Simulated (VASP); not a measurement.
Input of a VASP 6.6.1 run:

INCAR

```
ALGO = Normal
EDIFF = 1E-6
ENCUT = 600
GGA = PE
GGA_COMPAT = False
ISIF = 2
ISMEAR = 0
ISPIN = 2
LASPH = True
LCHARG = True
LELF = True
LMAXMIX = 4
LORBIT = 11
LREAL = False
LVHAR = True
LWAVE = False
MAGMOM = 3 3 3 3 0 0
NBANDS = 45
NELM = 200
PREC = Accurate
SIGMA = 0.1
```

The input KPOINTS:

```
k-points
0
Gamma
  4 4 4
```

POSCAR

```
Co2Sn
1.0
    4.7319444963      0.0000000000      0.0000000000
    0.0000000000      4.7319444963      0.0000000000
    0.0000000000      0.0000000000      5.4769501808
Co Sn
4 2
Direct
    0.0000000000      0.5000000000      0.0000000000
    0.5000000000      0.0000000000      0.5000000000
    0.0000000000      0.0000000000      0.0000000000
    0.0000000000      0.0000000000      0.5000000000
    0.5000000000      0.5000000000      0.0000000000
    0.5000000000      0.5000000000      0.5000000000
```

Potentials or basis: VASP PAW PBE potentials, release 64 (Co, Sn_d).

The run is started by

```console
$ cat potpaw_PBE.64/Co/POTCAR potpaw_PBE.64/Sn_d/POTCAR > POTCAR
$ mpirun -np 1 vasp_std > vasp.out
```

Task: Predict the net moment.

Result: 6.47 μB per cell.

Task: What does it give for the pressure?

Result: 0.0 GPa.
